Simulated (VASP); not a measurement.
Wanted: the native input for a VASP 6.6.1 run.

- Task: single point
- Functional: r2SCAN
- Potentials or basis: VASP PAW PBE potentials, release 64 (In_d, Sb)
- Cutoff: 520 eV
- k mesh: 5 × 5 × 5
- Occupations: gaussian, width 0.2 eV
- Spin: no spin polarisation
- Dipole correction: no
- Further INCAR settings: ALGO = Normal; EDIFF = 1e-06; NBANDS = 30

In3Sb:

```xyz
4
Lattice="4.8370 0.0000 0.0000 0.0000 4.8370 0.0000 0.0000 0.0000 4.8370" Properties=species:S:1:pos:R:3 pbc="T T T"
In    2.4185    2.4185    0.0000
In    2.4185    0.0000    2.4185
In    0.0000    2.4185    2.4185
Sb    0.0000    0.0000    0.0000
```

One way to write it, as run:

POSCAR

```
In3Sb
1.0
    4.8369620000      0.0000000000      0.0000000000
    0.0000000000      4.8369620000      0.0000000000
    0.0000000000      0.0000000000      4.8369620000
In Sb
3 1
Direct
    0.5000000000      0.5000000000      0.0000000000
    0.5000000000      0.0000000000      0.5000000000
    0.0000000000      0.5000000000      0.5000000000
    0.0000000000      0.0000000000      0.0000000000
```

INCAR.step1

```
SYSTEM = In3Sb
PREC     = Accurate       ! precision mode
ENCUT    = 520            ! plane-wave cutoff, eV
ISMEAR   = 0              ! smearing method
SIGMA    = 0.2            ! smearing width, eV
LREAL    = .False.        ! projectors in reciprocal space
LASPH    = .True.         ! aspherical terms in the spheres
NELM     = 80             ! most SCF steps
NBANDS   = 30             ! bands
GGA      = PE             ! functional
ALGO     = Normal         ! electronic algorithm
EDIFF    = 1E-4           ! SCF threshold, eV
LWAVE    = .True.         ! write WAVECAR
LCHARG   = .False.        ! write CHGCAR
```

INCAR.step2

```
SYSTEM = In3Sb
PREC     = Accurate       ! precision mode
ENCUT    = 520            ! plane-wave cutoff, eV
EDIFF    = 1E-6           ! SCF threshold, eV
ISMEAR   = 0              ! smearing method
SIGMA    = 0.2            ! smearing width, eV
LREAL    = .False.        ! projectors in reciprocal space
LASPH    = .True.         ! aspherical terms in the spheres
NELM     = 80             ! most SCF steps
ALGO     = Normal         ! electronic algorithm
ISIF     = 2              ! what is computed and relaxed
LWAVE    = .False.        ! write WAVECAR
LCHARG   = .True.         ! write CHGCAR
METAGGA  = R2SCAN         ! meta-GGA
LMIXTAU  = .True.       
LELF     = .True.         ! ELF
LVHAR    = .True.       
NBANDS   = 30             ! bands
ISTART   = 1
```

KPOINTS

```
Automatic mesh
0
Gamma
  5 5 5
  0 0 0
```

Potentials or basis: VASP PAW PBE potentials, release 64 (In_d, Sb).

Launch:

```console
$ cat potpaw_PBE.64/In_d/POTCAR potpaw_PBE.64/Sb/POTCAR > POTCAR
$ cp INCAR.step1 INCAR
$ mpirun -np 1 vasp_std > vasp.out
$ cp INCAR.step2 INCAR
$ mpirun -np 1 vasp_std > vasp.out
```

Results of the run:

* Pressure: -0.6 GPa
* Band gap on the k mesh: zero (band 22 reaches 7.25 eV, above the bottom of band 23 at 5.03 eV)

Caveat: the PAW data sets were made with another functional, which shifts forces and pressure a little; spin-orbit coupling is left out, which moves the levels of the heavy elements.

Run time: 63 s on 1 thread of AMD EPYC 9R45 96-Core Processor (Zen 5), with other jobs on the host, peak memory 0.19 GiB.
